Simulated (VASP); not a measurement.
# Zn (P4/mmm) in VASP: relaxation of cell and atoms with PBE

Aim: the relaxation of cell and atoms of Zn with PBE.

Program: VASP 6.6.1. These are calculated values, not measurements. Logs are shortened: lines on timing, memory, paths and dates and some standing lists are left out, and cuts for length are marked.

### Step 1. The cell of the first run

Symmetry: P4/mmm, No. 123, tetragonal system. Conventional cell: a = 2.596 Å, b = 2.596 Å, c = 2.684 Å, α = 90.00°, β = 90.00°, γ = 90.00°. Within 3.4 Å of Zn (site symmetry 4/mmm) lie 6 Zn at 2.60 to 2.68 Å.

The cell was generated, and may not be a known phase.

### Step 2. Relaxation of cell and atoms, PBE

INCAR reads:

```
ALGO = Fast
EDIFF = 1E-7
EDIFFG = -0.01
ENCUT = 600
GGA = PE
IBRION = 2
ISIF = 3
ISMEAR = 0
LASPH = T
LCHARG = F
LREAL = F
LWAVE = F
NELM = 60
NSW = 100
PREC = Accurate
SIGMA = 0.1
```

KPOINTS reads:

```
k-points
0
Gamma
  22 22 20
```

POSCAR reads:

```
Zn
1.0
    2.5957776499      0.0000000000      0.0000000000
    0.0000000000      2.5957776499      0.0000000000
    0.0000000000      0.0000000000      2.6840113908
Zn
1
Direct
    0.0000000000      0.0000000000      0.0000000000
```

Potentials or basis: VASP PAW PBE potentials, release 64 (Zn).

The run is started by

```
$ cat potpaw_PBE.64/Zn/POTCAR > POTCAR
$ mpirun -np 1 vasp_std > vasp.out
```

OUTCAR:

```text
EDIFF = 1E-7
   EDIFFG = -0.01
   ENCUT = 600
   GGA = PE
   IBRION = 2
   ISIF = 3
   ISMEAR = 0
   LASPH = T
   LREAL = F
   NELM = 60
   NSW = 100
   PREC = Accurate

 ion  position               nearest neighbor table
   1  0.000  0.000  0.000-

  LATTYP: Found a simple tetragonal cell.
 ALAT       =     2.5957776499
 C/A-ratio  =     1.0339912553

  Lattice vectors:

 A1 = (   2.5957776499,   0.0000000000,   0.0000000000)
 A2 = (   0.0000000000,   2.5957776499,   0.0000000000)
 A3 = (   0.0000000000,   0.0000000000,   2.6840113908)

Analysis of symmetry for initial positions (statically):
=====================================================================
 Subroutine PRICEL returns:
 Original cell was already a primitive cell.

 Routine SETGRP: Setting up the symmetry group for a
 simple tetragonal supercell.

 Subroutine GETGRP returns: Found 16 space group operations
 (whereof 16 operations were pure point group operations)
 out of a pool of 16 trial point group operations.

The static configuration has the point symmetry D_4h.

Analysis of symmetry for dynamics (positions and initial velocities):
=====================================================================
 Subroutine PRICEL returns:
 Original cell was already a primitive cell.

 Routine SETGRP: Setting up the symmetry group for a
 simple tetragonal supercell.

 Subroutine GETGRP returns: Found 16 space group operations
 (whereof 16 operations were pure point group operations)
 out of a pool of 16 trial point group operations.

The dynamic configuration has the point symmetry D_4h.

 Subroutine INISYM returns: Found 16 space group operations
 (whereof 16 operations are pure point group operations),
 and found     1 'primitive' translations

----------------------------------------------------------------------------------------

                                     Primitive cell

  volume of cell :      18.0850

  direct lattice vectors                    reciprocal lattice vectors
     2.595777650  0.000000000  0.000000000     0.385241009  0.000000000  0.000000000
     0.000000000  2.595777650  0.000000000     0.000000000  0.385241009  0.000000000
     0.000000000  0.000000000  2.684011391     0.000000000  0.000000000  0.372576660

  length of vectors
     2.595777650  2.595777650  2.684011391     0.385241009  0.385241009  0.372576660

  position of ions in fractional coordinates (direct lattice)
     0.000000000  0.000000000  0.000000000

  ion indices of the primitive-cell ions
   primitive index   ion index
                 1           1

----------------------------------------------------------------------------------------

 KPOINTS: k-points

Automatic generation of k-mesh.
 Grid dimensions read from file:
 generate k-points for:   22   22   20

 Generating k-lattice:

  Cartesian coordinates                     Fractional coordinates (reciprocal lattice)
     0.017510955  0.000000000  0.000000000     0.045454545  0.000000000  0.000000000
     0.000000000  0.017510955  0.000000000     0.000000000  0.045454545  0.000000000
     0.000000000  0.000000000  0.018628833     0.000000000  0.000000000  0.050000000

  Length of vectors
     0.017510955  0.017510955  0.018628833

  Shift w.r.t. Gamma in fractional coordinates (k-lattice)
     0.000000000  0.000000000  0.000000000

 Subroutine IBZKPT returns following result:
 ===========================================

 Found    858 irreducible k-points:

 Following reciprocal coordinates:
            Coordinates               Weight
  0.000000  0.000000  0.000000      1.000000
  0.045455  0.000000  0.000000      4.000000
  0.090909  0.000000  0.000000      4.000000
  0.136364  0.000000  0.000000      4.000000
  0.181818  0.000000  0.000000      4.000000
  0.227273  0.000000  0.000000      4.000000
[... 16 lines left out ...]
  0.500000  0.045455  0.000000      4.000000
  0.090909  0.090909  0.000000      4.000000
 [... further k-points ...]
   k-points           NKPTS =    858   k-points in BZ     NKDIM =    858   number of bands    NBANDS=     10
   number of dos      NEDOS =    301   number of ions     NIONS =      1
   total plane-waves  NPLWV =  13824
   dimension x,y,z NGX =    24 NGY =   24 NGZ =   24
   dimension x,y,z NGXF=    48 NGYF=   48 NGZF=   48
   ions per type =               1
   NGX,Y,Z   is equivalent  to a cutoff of  15.37, 15.37, 14.87 a.u.
   NGXF,Y,Z  is equivalent  to a cutoff of  30.74, 30.74, 29.73 a.u.
 SYSTEM =  unknown system
   PREC   = accura    normal or accurate (medium, high low for compatibility)
   ISTART =      0    job   : 0-new  1-cont  2-samecut
   ICHARG =      2    charge: 1-file 2-atom 10-const
   ISPIN  =      1    spin polarized calculation?
   LNONCOLLINEAR =      F non collinear calculations
   LSORBIT =      F    spin-orbit coupling
   LASPH  =      T    aspherical Exc in radial PAW
   ENCUT  =  600.0 eV  44.10 Ry    6.64 a.u.   5.18  5.18  5.36*2*pi/ulx,y,z
   NELM   =     60;   NELMIN=  2; NELMDL= -5     # of ELM steps
   EDIFF  = 0.1E-06   stopping-criterion for ELM
   LREAL  =      F    real-space projection
   EDIFFG = -.1E-01   stopping-criterion for IOM
   NSW    =    100    number of steps for IOM
   IBRION =      2    ionic relax: 0-MD 1-quasi-New 2-CG
   NFREE  =      1    steps in history (QN), initial steepest desc. (CG)
   ISIF   =      3    stress and relaxation
   ISYM   =      2    0-nonsym 1-usesym 2-fastsym
   POTIM  = 0.5000    time-step for ionic-motion
   TEBEG  =    0.0;   TEEND  =   0.0 temperature during run
   PSTRESS=    0.0 pullay stress
   NELECT =      12.0000    total number of electrons
   NUPDOWN=      -1.0000    fix difference up-down
   EMIN   =  10.00;   EMAX   =-10.00  energy-range for DOS
   EFERMI =   0.00;   METHOD = LEGACY
   ISMEAR =     0;   SIGMA  =   0.10  broadening in eV -4-tet -1-fermi 0-gaus
   EFERMI_NEDOS =   21; number of points for ismear=-14 and -15
   IALGO  =     68    algorithm
   IMIX   =      4    mixing-type and parameters
     AMIX     =   0.40;   BMIX     =  1.00
     AMIX_MAG =   1.60;   BMIX_MAG =  1.00
  volume/ion in A,a.u.               =      18.09       122.04
  Fermi-wavevector in a.u.,A,eV,Ry     =   1.427892  2.698325 27.740600  2.038877
  Thomas-Fermi vector in A             =   2.548013
   LORBIT       =      0    0 simple, 1 ext, 2 COOP (PROOUT), +10 PAW based schemes
   GGA     = PE    functional components
   LHFCALC =     F    Hartree Fock is set to
   AEXX    =    0.0000 exact exchange contribution
   IVDW    =     0    specifies the selected vdW correction
   LEPSILON=     F    determine dielectric tensor
   LRPA    =     F    only Hartree local field effects (RPA)
 conjugate gradient relaxation of ions
 non-spin polarized calculation
 RMM-DIIS sequential band-by-band and
 Gauss-broadening in eV      SIGMA  =   0.10
  energy-cutoff  :      600.00
  volume of cell :       18.09
 maximum number of plane-waves:       628
 NGX is ok and might be reduce to    24
   NGX = 11   NGY = 11   NGZ = 11

--------------------------------------- Ionic step        1  -------------------------------------------

 number of electron      11.9999998 magnetization

 Free energy of the ion-electron system (eV)
  ---------------------------------------------------
  ext. energy  EPLUGINS =         0.00000000
  ---------------------------------------------------
  free energy    TOTEN  =        -0.87891931 eV

  energy without entropy =       -0.87709469  energy(sigma->0) =       -0.87800700

------------------------ aborting loop because EDIFF is reached ----------------------------------------

  FORCE on cell =-STRESS in cart. coord.  units (eV):
  Direction    XX          YY          ZZ          XY          YZ          ZX
  --------------------------------------------------------------------------------------
  -------------------------------------------------------------------------------------
  Total        0.1306492      0.1306492     -0.0784407      0.0000000      0.0000000      0.0000000
  in kB       11.5743879     11.5743879     -6.9491697      0.0000000      0.0000000      0.0000000
  external PRESSURE =       5.3998687 kB  Pullay stress =       0.0000000 kB
[... 160 lines left out ...]
  energy  without entropy=       -0.8799028946  energy(sigma->0) =       -0.88081475

--------------------------------------- Ionic step        6  -------------------------------------------

 number of electron      12.0000007 magnetization

 Free energy of the ion-electron system (eV)
  ---------------------------------------------------
  ext. energy  EPLUGINS =         0.00000000
  ---------------------------------------------------
  free energy    TOTEN  =        -0.88187977 eV

  energy without entropy =       -0.88011552  energy(sigma->0) =       -0.88099765

 E-fermi :   1.7503     XC(G=0): -10.5625

 val. band max:        1.7316674356   @ k =   0.2273   0.1364   0.4500
 cond. band min:       1.7515555335   @ k =   0.4545   0.3182   0.3000
 fundamental gap:      0.0198880979
 Fermi energy:         1.7502699239

 k-point     1 :       0.0000    0.0000    0.0000
  band No.  band energies     occupation
      1      -7.1829      2.00000
      2      -6.1251      2.00000
      3      -6.1087      2.00000
      4      -4.9799      2.00000
      5      -4.9714      2.00000
      6      -4.9714      2.00000
      7      13.8530      0.00000
      8      13.8530      0.00000
      9      14.1883      0.00000
     10      16.9646      0.00000
[... 287 lines left out ...]
 k-point    24 :       0.0909    0.0909    0.0000
  band No.  band energies     occupation
      1      -6.8275      2.00000
      2      -6.0809      2.00000
      3      -6.0307      2.00000
      4      -5.0322      2.00000
      5      -4.9985      2.00000
      6      -4.9925      2.00000
      7      11.4087      0.00000
      8      11.9741      0.00000
      9      14.6074      0.00000
     10      17.9300      0.00000

 [... further k-points ...]

------------------------ aborting loop because EDIFF is reached ----------------------------------------

  FORCE on cell =-STRESS in cart. coord.  units (eV):
  Direction    XX          YY          ZZ          XY          YZ          ZX
  --------------------------------------------------------------------------------------
  -------------------------------------------------------------------------------------
  Total        0.0006354      0.0006354      0.0061305      0.0000000      0.0000000      0.0000000
  in kB        0.0558656      0.0558656      0.5390113      0.0000000      0.0000000      0.0000000
  external PRESSURE =       0.2169142 kB  Pullay stress =       0.0000000 kB
[... 16 lines left out ...]
  FREE ENERGIE OF THE ION-ELECTRON SYSTEM (eV)
  ---------------------------------------------------
  free  energy   TOTEN  =        -0.8818797726 eV

  energy  without entropy=       -0.8801155202  energy(sigma->0) =       -0.88099765

 reached required accuracy - stopping structural energy minimisation
```

Wall time 12 min (1 thread of Intel Xeon 8259CL, shared host); peak memory 0.32 GiB.

What came out:

| Item | Value |
| --- | --- |
| Free energy | -0.8819 eV |
| Relaxed volume | 18.22 Å³/atom |
| Relaxed cell | a = 2.638 Å, b = 2.638 Å, c = 2.618 Å, α = 90.00°, β = 90.00°, γ = 90.00° |
| Space group after relaxing (to 0.1 Å) | Pm-3m (No. 221) |
| Energy gained by relaxing | 3.0 meV/atom |
| Ionic steps | 6 |
| Pressure after relaxing | 0.0 GPa |
| Band gap on the k mesh | zero (bands 6 and 7 overlap by 8.20 eV) |

Step by step:
| step | energy change (eV) | largest force (eV/Å) | pressure (GPa) | volume (Å³) |
| --- | --- | --- | --- | --- |
| 1 | 0.0000 | 0.0000 | 0.54 | 18.09 |
| 2 | -0.0014 | 0.0000 | -0.01 | 18.24 |
| 3 | -0.0020 | 0.0000 | -0.46 | 18.41 |
| 4 | -0.0020 | 0.0000 | -0.53 | 18.45 |
| 5 | -0.0028 | 0.0000 | -0.27 | 18.32 |
| 6 | -0.0030 | 0.0000 | 0.02 | 18.22 |

Final structure:
```yaml
crystal:
  lattice:
    - [2.63812, 0.00000, 0.00000]
    - [0.00000, 2.63812, 0.00000]
    - [0.00000, 0.00000, 2.61832]
  atoms:
    - { symbol: Zn, position: [0.00000, 0.00000, 0.00000] }
```

Levels at points of the mesh, in eV from the Fermi level:
| k point | band 4 | band 5 | band 6 | band 7 | band 8 | band 9 |
| --- | --- | --- | --- | --- | --- | --- |
| (0.00, 0.00, 0.00) | -6.73 | -6.72 | -6.72 | 12.10 | 12.10 | 12.44 |
| (0.50, 0.00, 0.00) | -7.04 | -6.69 | -2.92 | -2.74 | 16.50 | 16.85 |
| (0.50, 0.50, 0.00) | -6.99 | -6.46 | 1.38 | 1.38 | 2.40 | 6.12 |
| (0.00, 0.00, 0.50) | -7.07 | -6.70 | -2.80 | -2.71 | 16.62 | 16.62 |
| (0.50, 0.00, 0.50) | -7.00 | -6.45 | 1.41 | 1.48 | 2.53 | 6.18 |
| (0.50, 0.50, 0.50) | -6.45 | -6.43 | 5.46 | 5.54 | 5.54 | 9.44 |
